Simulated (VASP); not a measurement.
# ZnF2 (P4_2/mnm) in VASP: notebook

ZnF2 is run at these levels: r2SCAN; tasks: single point.

All numbers are computed with VASP 6.6.1; they aren't measurements. Logs are shortened: lines on timing, memory, paths and dates and some standing lists are left out, and cuts for length are marked.

## 1. The cell of the first run

The structure is tetragonal, space group P4_2/mnm (No. 136). The conventional cell has a = 4.703 Å, b = 4.703 Å, c = 3.127 Å, α = 90.00°, β = 90.00°, γ = 90.00°. Zn (site symmetry mmm) has 6 F at 2.02 to 2.04 Å within 2.7 Å. Within 2.7 Å of F (site symmetry m2m) lie 3 Zn at 2.02 to 2.04 Å and 1 F at 2.62 Å.

## 2. Single point, r2SCAN

Contents of POSCAR:

```
ZnF2
1.0
    4.7025063792      0.0000000000      0.0000000000
    0.0000000000      4.7025063792      0.0000000000
    0.0000000000      0.0000000000      3.1273502938
Zn F
2 4
Direct
    0.5000000000      0.5000000000      0.5000000000
    0.0000000000      0.0000000000      0.0000000000
    0.6968813123      0.6968813123      0.0000000000
    0.8031186877      0.1968813123      0.5000000000
    0.3031186877      0.3031186877      0.0000000000
    0.1968813123      0.8031186877      0.5000000000
```

Contents of INCAR.step1:

```
ALGO     = Normal         # electronic algorithm
EDIFF    = 1E-5           # SCF threshold, eV
ENCUT    = 660            # plane-wave cutoff, eV
GGA      = PE             # functional
GGA_COMPAT= False        
ISMEAR   = 0              # smearing method
LASPH    = True           # aspherical terms in the spheres
LCHARG   = False          # write CHGCAR
LREAL    = False          # projectors in reciprocal space
LWAVE    = True           # write WAVECAR
NBANDS   = 35             # bands
NELM     = 120            # most SCF steps
PREC     = Accurate       # precision mode
SIGMA    = 0.02           # smearing width, eV
```

Contents of INCAR.step2:

```
ALGO     = Normal         # electronic algorithm
EDIFF    = 1E-6           # SCF threshold, eV
ENCUT    = 660            # plane-wave cutoff, eV
GGA_COMPAT= False        
ISIF     = 2              # what is computed and relaxed
ISMEAR   = 0              # smearing method
ISTART   = 1            
LASPH    = True           # aspherical terms in the spheres
LCHARG   = True           # write CHGCAR
LELF     = True           # ELF
LMIXTAU  = True         
LREAL    = False          # projectors in reciprocal space
LVHAR    = True         
LWAVE    = False          # write WAVECAR
METAGGA  = R2SCAN         # meta-GGA
NBANDS   = 35             # bands
NELM     = 120            # most SCF steps
PREC     = Accurate       # precision mode
SIGMA    = 0.02           # smearing width, eV
```

Contents of KPOINTS:

```
k-points
0
Gamma
  6 6 8
```

Potentials or basis: VASP PAW PBE potentials, release 64 (Zn, F).

Command:

```console
cat potpaw_PBE.64/Zn/POTCAR potpaw_PBE.64/F/POTCAR > POTCAR
cp INCAR.step1 INCAR
mpirun -np 1 vasp_std > vasp.out
cp INCAR.step2 INCAR
mpirun -np 1 vasp_std > vasp.out
```

OUTCAR:

```text
EDIFF = 1E-6
   ENCUT = 660
   ISIF = 2
   ISMEAR = 0
   ISTART = 1
   LASPH = True
   LREAL = False
   METAGGA = R2SCAN
   NELM = 120
   PREC = Accurate

 ion  position               nearest neighbor table
   1  0.500  0.500  0.500-   4 2.02   6 2.02   5 2.04   3 2.04   3 2.04   5 2.04
   2  0.000  0.000  0.000-   3 2.02   5 2.02   4 2.04   6 2.04   4 2.04   6 2.04
   3  0.697  0.697  0.000-   2 2.02   1 2.04   1 2.04
   4  0.803  0.197  0.500-   1 2.02   2 2.04   2 2.04
   5  0.303  0.303  0.000-   2 2.02   1 2.04   1 2.04
   6  0.197  0.803  0.500-   1 2.02   2 2.04   2 2.04

  LATTYP: Found a simple tetragonal cell.
 ALAT       =     4.7025063792
 C/A-ratio  =     0.6650390327

  Lattice vectors:

 A1 = (   4.7025063792,   0.0000000000,   0.0000000000)
 A2 = (   0.0000000000,   4.7025063792,   0.0000000000)
 A3 = (   0.0000000000,   0.0000000000,   3.1273502938)

Analysis of symmetry for initial positions (statically):
=====================================================================
 Subroutine PRICEL returns:
 Original cell was already a primitive cell.

 Routine SETGRP: Setting up the symmetry group for a
 simple tetragonal supercell.

 Subroutine GETGRP returns: Found 16 space group operations
 (whereof  8 operations were pure point group operations)
 out of a pool of 16 trial point group operations.

The static configuration has the point symmetry D_2h.
 The point group associated with its full space group is D_4h.

Analysis of symmetry for dynamics (positions and initial velocities):
=====================================================================
 Subroutine PRICEL returns:
 Original cell was already a primitive cell.

 Routine SETGRP: Setting up the symmetry group for a
 simple tetragonal supercell.

 Subroutine GETGRP returns: Found 16 space group operations
 (whereof  8 operations were pure point group operations)
 out of a pool of 16 trial point group operations.

The dynamic configuration has the point symmetry D_2h.
 The point group associated with its full space group is D_4h.

 Subroutine INISYM returns: Found 16 space group operations
 (whereof  8 operations are pure point group operations),
 and found     1 'primitive' translations

----------------------------------------------------------------------------------------

                                     Primitive cell

  volume of cell :      69.1569

  direct lattice vectors                    reciprocal lattice vectors
     4.702506379  0.000000000  0.000000000     0.212652556  0.000000000  0.000000000
     0.000000000  4.702506379  0.000000000     0.000000000  0.212652556  0.000000000
     0.000000000  0.000000000  3.127350294     0.000000000  0.000000000  0.319759511

  length of vectors
     4.702506379  4.702506379  3.127350294     0.212652556  0.212652556  0.319759511

  position of ions in fractional coordinates (direct lattice)
     0.500000000  0.500000000  0.500000000
     0.000000000  0.000000000  0.000000000
     0.696881312  0.696881312  0.000000000
     0.803118688  0.196881312  0.500000000
     0.303118688  0.303118688  0.000000000
     0.196881312  0.803118688  0.500000000

  ion indices of the primitive-cell ions
   primitive index   ion index
                 1           1
                 2           2
                 3           3
                 4           4
                 5           5
                 6           6

----------------------------------------------------------------------------------------

 KPOINTS: k-points

Automatic generation of k-mesh.
 Grid dimensions read from file:
 generate k-points for:    6    6    8

 Generating k-lattice:

  Cartesian coordinates                     Fractional coordinates (reciprocal lattice)
     0.035442093  0.000000000  0.000000000     0.166666667  0.000000000  0.000000000
     0.000000000  0.035442093  0.000000000     0.000000000  0.166666667  0.000000000
     0.000000000  0.000000000  0.039969939     0.000000000  0.000000000  0.125000000

  Length of vectors
     0.035442093  0.035442093  0.039969939

  Shift w.r.t. Gamma in fractional coordinates (k-lattice)
     0.000000000  0.000000000  0.000000000

 Subroutine IBZKPT returns following result:
 ===========================================

 Found     50 irreducible k-points:

 Following reciprocal coordinates:
            Coordinates               Weight
  0.000000  0.000000  0.000000      1.000000
  0.166667  0.000000  0.000000      4.000000
  0.333333  0.000000  0.000000      4.000000
  0.500000  0.000000  0.000000      2.000000
  0.166667  0.166667  0.000000      4.000000
  0.333333  0.166667  0.000000      8.000000
[... 16 lines left out ...]
  0.333333  0.000000  0.250000      8.000000
  0.500000  0.000000  0.250000      4.000000
 [... further k-points ...]
   k-points           NKPTS =     50   k-points in BZ     NKDIM =     50   number of bands    NBANDS=     35
   number of dos      NEDOS =    301   number of ions     NIONS =      6
   total plane-waves  NPLWV =  44800
   dimension x,y,z NGX =    40 NGY =   40 NGZ =   28
   dimension x,y,z NGXF=    80 NGYF=   80 NGZF=   56
   ions per type =               2   4
   NGX,Y,Z   is equivalent  to a cutoff of  14.14, 14.14, 14.88 a.u.
   NGXF,Y,Z  is equivalent  to a cutoff of  28.28, 28.28, 29.77 a.u.
 SYSTEM =  unknown system
   PREC   = accura    normal or accurate (medium, high low for compatibility)
   ISTART =      1    job   : 0-new  1-cont  2-samecut
   ICHARG =      0    charge: 1-file 2-atom 10-const
   ISPIN  =      1    spin polarized calculation?
   LNONCOLLINEAR =      F non collinear calculations
   LSORBIT =      F    spin-orbit coupling
   LASPH  =      T    aspherical Exc in radial PAW
   ENCUT  =  660.0 eV  48.51 Ry    6.96 a.u.   9.85  9.85  6.55*2*pi/ulx,y,z
   NELM   =    120;   NELMIN=  2; NELMDL=  0     # of ELM steps
   EDIFF  = 0.1E-05   stopping-criterion for ELM
   LREAL  =      F    real-space projection
[... 7 lines left out ...]
   TEBEG  =    0.0;   TEEND  =   0.0 temperature during run
   PSTRESS=    0.0 pullay stress
   NELECT =      52.0000    total number of electrons
   NUPDOWN=      -1.0000    fix difference up-down
   EMIN   =  10.00;   EMAX   =-10.00  energy-range for DOS
   EFERMI =   0.00;   METHOD = LEGACY
   ISMEAR =     0;   SIGMA  =   0.02  broadening in eV -4-tet -1-fermi 0-gaus
   EFERMI_NEDOS =   21; number of points for ismear=-14 and -15
   IALGO  =     38    algorithm
   IMIX   =      4    mixing-type and parameters
     AMIX     =   0.40;   BMIX     =  1.00
     AMIX_MAG =   1.60;   BMIX_MAG =  1.00
  volume/ion in A,a.u.               =      11.53        77.78
  Fermi-wavevector in a.u.,A,eV,Ry     =   1.488667  2.813172 30.152264  2.216129
  Thomas-Fermi vector in A             =   2.601673
   LORBIT       =      0    0 simple, 1 ext, 2 COOP (PROOUT), +10 PAW based schemes
   METAGGA = R2SCAN    functional components
   LHFCALC =     F    Hartree Fock is set to
   AEXX    =    0.0000 exact exchange contribution
   IVDW    =     0    specifies the selected vdW correction
   LEPSILON=     F    determine dielectric tensor
   LRPA    =     F    only Hartree local field effects (RPA)
 non-spin polarized calculation
 Gauss-broadening in eV      SIGMA  =   0.02
  energy-cutoff  :      660.00
  volume of cell :       69.16
 maximum number of plane-waves:      2696
 NGX is ok and might be reduce to    40
   NGX = 19   NGY = 19   NGZ = 13

 number of electron      52.0000012 magnetization

 Free energy of the ion-electron system (eV)
  ---------------------------------------------------
  ext. energy  EPLUGINS =         0.00000000
  ---------------------------------------------------
  free energy    TOTEN  =       -45.68691858 eV

  energy without entropy =      -45.68691858  energy(sigma->0) =      -45.68691858

 E-fermi :  -1.4234     XC(G=0): -10.9709

 val. band max:       -1.6071923966   @ k =   0.0000   0.0000   0.0000
 cond. band min:       2.6094879182   @ k =   0.0000   0.0000   0.0000
 fundamental gap:      4.2166803148
 Fermi energy:        -1.4233803278

 k-point     1 :       0.0000    0.0000    0.0000
  band No.  band energies     occupation
      1     -24.7503      2.00000
      2     -24.0083      2.00000
      3     -24.0083      2.00000
      4     -23.9693      2.00000
      5      -7.9111      2.00000
      6      -7.0735      2.00000
[... 27 lines left out ...]
     34      14.4995      0.00000
     35      14.4995      0.00000

 k-point     2 :       0.1667    0.0000    0.0000
  band No.  band energies     occupation
      1     -24.7093      2.00000
      2     -24.0975      2.00000
      3     -23.9995      2.00000
      4     -23.9351      2.00000
      5      -7.7777      2.00000
      6      -7.0283      2.00000
[... 27 lines left out ...]
     34      14.8729      0.00000
     35      15.0082      0.00000

 k-point     3 :       0.3333    0.0000    0.0000
  band No.  band energies     occupation
      1     -24.5946      2.00000
      2     -24.2520      2.00000
      3     -23.9764      2.00000
      4     -23.9289      2.00000
      5      -7.4236      2.00000
      6      -6.9371      2.00000
[... 27 lines left out ...]
     34      15.5188      0.00000
     35      15.5892      0.00000

 k-point     4 :       0.5000    0.0000    0.0000
  band No.  band energies     occupation
      1     -24.4303      2.00000
      2     -24.4303      2.00000
      3     -23.9482      2.00000
      4     -23.9482      2.00000
      5      -7.0303      2.00000
      6      -7.0303      2.00000
[... 27 lines left out ...]
     34      14.8197      0.00000
     35      16.2559      0.00000

 k-point     5 :       0.1667    0.1667    0.0000
  band No.  band energies     occupation
      1     -24.6707      2.00000
      2     -24.1295      2.00000
      3     -24.0188      2.00000
      4     -23.9271      2.00000
      5      -7.6968      2.00000
      6      -6.9681      2.00000
[... 638 lines left out ...]
 k-point    22 :       0.1667    0.0000    0.2500
  band No.  band energies     occupation
      1     -24.5344      2.00000
      2     -24.0689      2.00000
      3     -23.9824      2.00000
      4     -23.9623      2.00000
      5      -7.3528      2.00000
      6      -6.8377      2.00000
[... 27 lines left out ...]
     34      14.1124      0.00000
     35      14.1297      0.00000

 k-point    23 :       0.3333    0.0000    0.2500
  band No.  band energies     occupation
      1     -24.4436      2.00000
      2     -24.1808      2.00000
      3     -23.9730      2.00000
      4     -23.9556      2.00000
      5      -7.0828      2.00000
      6      -6.6632      2.00000
[... 27 lines left out ...]
     34      13.8771      0.00000
     35      14.3535      0.00000

 k-point    24 :       0.5000    0.0000    0.2500
  band No.  band energies     occupation
      1     -24.3158      2.00000
      2     -24.3158      2.00000
      3     -23.9620      2.00000
      4     -23.9620      2.00000
      5      -6.7304      2.00000
      6      -6.7304      2.00000
[... 27 lines left out ...]
     34      13.4420      0.00000
     35      15.5993      0.00000

 [... further k-points ...]
[... 5 lines left out ...]
  --------------------------------------------------------------------------------------
  -------------------------------------------------------------------------------------
  Total        0.1161525      0.1161525      0.2064205     -0.0000000      0.0000000      0.0000000
  in kB        2.6909393      2.6909393      4.7822043     -0.0000000      0.0000000      0.0000000
  external PRESSURE =       3.3880276 kB  Pullay stress =       0.0000000 kB

 VOLUME and BASIS-vectors are now :
 -----------------------------------------------------------------------------
  energy-cutoff  :      660.00
  volume of cell :       69.16
      direct lattice vectors                 reciprocal lattice vectors
     4.702506379  0.000000000  0.000000000     0.212652556  0.000000000  0.000000000
     0.000000000  4.702506379  0.000000000     0.000000000  0.212652556  0.000000000
     0.000000000  0.000000000  3.127350294     0.000000000  0.000000000  0.319759511

 POSITION                                       TOTAL-FORCE (eV/Angst)
 -----------------------------------------------------------------------------------
      2.35125      2.35125      1.56368         0.000000      0.000000     -0.000000
      0.00000      0.00000      0.00000         0.000000      0.000000     -0.000000
      3.27709      3.27709      0.00000         0.007248      0.007248     -0.000000
      3.77667      0.92584      1.56368        -0.007248      0.007248     -0.000000
      1.42542      1.42542      0.00000        -0.007248     -0.007248      0.000000
      0.92584      3.77667      1.56368         0.007248     -0.007248      0.000000
 -----------------------------------------------------------------------------------
    total drift:                               -0.000000      0.000000      0.000000

  FREE ENERGIE OF THE ION-ELECTRON SYSTEM (eV)
  ---------------------------------------------------
  free  energy   TOTEN  =       -45.6869185762 eV

  energy  without entropy=      -45.6869185762  energy(sigma->0) =      -45.68691858
```

Run time: 4.4 min. Hardware: 1 thread of AMD EPYC 9R45 (Zen 5), shared host; peak memory 0.27 GiB.

Results:

| Property | Result |
| --- | --- |
| Free energy | -45.6869 eV |
| Pressure | 0.3 GPa |
| Largest force | 0.010 eV/Å |
| Band gap on the k mesh | 4.22 eV |

Forces in eV/Å, atoms in the order of the input:
```
Zn   0.000  0.000  0.000
Zn   0.000  0.000  0.000
F    0.007  0.007  0.000
F   -0.007  0.007  0.000
F   -0.007 -0.007  0.000
F    0.007 -0.007  0.000
```

Caveat: the PAW data sets were made with another functional, which shifts forces and pressure a little. A k mesh can miss the band edges.

## 3. Single point, r2SCAN (equal strain along all axes, cell held: +1.0 %, then relaxed in part)

Contents of POSCAR:

```
ZnF2
1.0
    4.7495314430      0.0000000000      0.0000000000
    0.0000000000      4.7495314430      0.0000000000
    0.0000000000      0.0000000000      3.1586237967
Zn F
2 4
Direct
    0.5000000000      0.5000000000      0.5000000000
    0.0000000000      0.0000000000      0.0000000000
    0.6958385971      0.6958385971      0.0000000000
    0.8041614029      0.1958385971      0.5000000000
    0.3041614029      0.3041614029      0.0000000000
    0.1958385971      0.8041614029      0.5000000000
```

Contents of INCAR.step1:

```
  PREC = Accurate
  ENCUT = 660
  ISMEAR = 0
  SIGMA = 0.02
  LREAL = False
  LASPH = True
  NELM = 120
  NBANDS = 35
  GGA = PE
  ALGO = Normal
  EDIFF = 1E-5
  LWAVE = True
  LCHARG = False
  GGA_COMPAT = False
```

Contents of INCAR.step2:

```
  PREC = Accurate
  ENCUT = 660
  EDIFF = 1E-6
  ISMEAR = 0
  SIGMA = 0.02
  LREAL = False
  LASPH = True
  NELM = 120
  ALGO = Normal
  ISIF = 2
  LWAVE = False
  LCHARG = False
  METAGGA = R2SCAN
  LMIXTAU = True
  NBANDS = 35
  ISTART = 1
  GGA_COMPAT = False
```

Contents of KPOINTS:

```
Automatic mesh
0
Gamma
  6 6 8
```

Potentials or basis: VASP PAW PBE potentials, release 64 (Zn, F).

Command:

```console
cat potpaw_PBE.64/Zn/POTCAR potpaw_PBE.64/F/POTCAR > POTCAR
cp INCAR.step1 INCAR
mpirun -np 1 vasp_std > vasp.out
cp INCAR.step2 INCAR
mpirun -np 1 vasp_std > vasp.out
```

It took 5.7 min on 1 thread of AMD EPYC 9R45 (Zen 5), shared host; peak memory 0.27 GiB.

The run converged. Its results:

| Quantity | Value |
| --- | --- |
| Free energy | -45.6750 eV |
| Pressure | -3.0 GPa |
| Largest force | 0.017 eV/Å |
| Band gap on the k mesh | 4.19 eV |

Forces in eV/Å, atoms in the order of the input:
```
Zn   0.000  0.000  0.000
Zn   0.000  0.000  0.000
F    0.012  0.012  0.000
F   -0.012  0.012  0.000
F   -0.012 -0.012  0.000
F    0.012 -0.012  0.000
```

Stress tensor (GPa, compression positive):
```
-2.85  0.00  0.00
 0.00 -2.85  0.00
 0.00  0.00 -3.37
```

Levels at points of the mesh, in eV from the valence-band top:
```
           k point  band 24  band 25  band 26  band 27  band 28  band 29
(0.00, 0.00, 0.00)    -0.30    -0.30     0.00     4.19    10.06    10.43
(0.50, 0.00, 0.00)    -0.61    -0.38    -0.38     6.77     6.77    11.31
(0.50, 0.50, 0.00)    -1.24    -0.32    -0.32     7.70     7.70     9.85
(0.00, 0.00, 0.50)    -1.25    -1.17    -1.17     8.99     8.99    12.73
(0.50, 0.00, 0.50)    -1.30    -0.04    -0.04     9.52     9.52    11.13
(0.50, 0.50, 0.50)    -1.17    -0.77    -0.77     8.91     8.91    12.21
```

Caveat: the cell differs from its parent crystal (equal strain along all axes, cell held: +1.0 %, then relaxed in part); the cell stands under tension; the PAW data sets were made with another functional, which shifts forces and pressure a little.

(Continued in part 2 of 2.)
